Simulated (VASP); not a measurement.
Input of a VASP 6.6.1 run:

INCAR

```
PREC     = Accurate       # precision mode
ENCUT    = 520            # plane-wave cutoff, eV
EDIFF    = 1E-6           # SCF threshold, eV
ISMEAR   = -1             # smearing method
SIGMA    = 0.05           # smearing width, eV
LREAL    = False          # projectors in reciprocal space
LASPH    = True           # aspherical terms in the spheres
NELM     = 60             # most SCF steps
ALGO     = Normal         # electronic algorithm
ISIF     = 2              # what is computed and relaxed
LWAVE    = False          # write WAVECAR
LCHARG   = False          # write CHGCAR
GGA      = PE             # functional
NBANDS   = 28             # bands
```

The input KPOINTS:

```
Automatic mesh
0
Gamma
  8 5 6
```

POSCAR

```
SnO
1.0
    3.3550050000      0.0000000000      0.0000000000
    0.0000000000      5.6741040000      0.0000000000
    0.0000000000      0.0000000000      4.2219700000
Sn O
2 2
Direct
    0.5000000000      0.7680910000      0.0131440000
    0.0000000000      0.2319090000      0.5131440000
    0.5000000000      0.1087500000      0.2368570000
    0.0000000000      0.8912500000      0.7368570000
```

Potentials or basis: VASP PAW PBE potentials, release 64 (Sn_d, O).

Run with:

```bash
$ cat potpaw_PBE.64/Sn_d/POTCAR potpaw_PBE.64/O/POTCAR > POTCAR
$ mpirun -np 1 vasp_std > vasp.out
```

Task: What does it give for the pressure?

Result: 0.5 GPa.

Task: Estimate the band gap on the k mesh.

Result: 1.49 eV, indirect (least direct gap 2.07 eV).

Task: Predict the largest force.

Result: 0.062 eV/Å.

Stress tensor (GPa, compression positive):
```
0.38 0.00 0.00
0.00 0.67 0.00
0.00 0.00 0.52
```

Caveat: spin-orbit coupling is left out, which moves the levels of the heavy elements. A k mesh can miss the band edges.
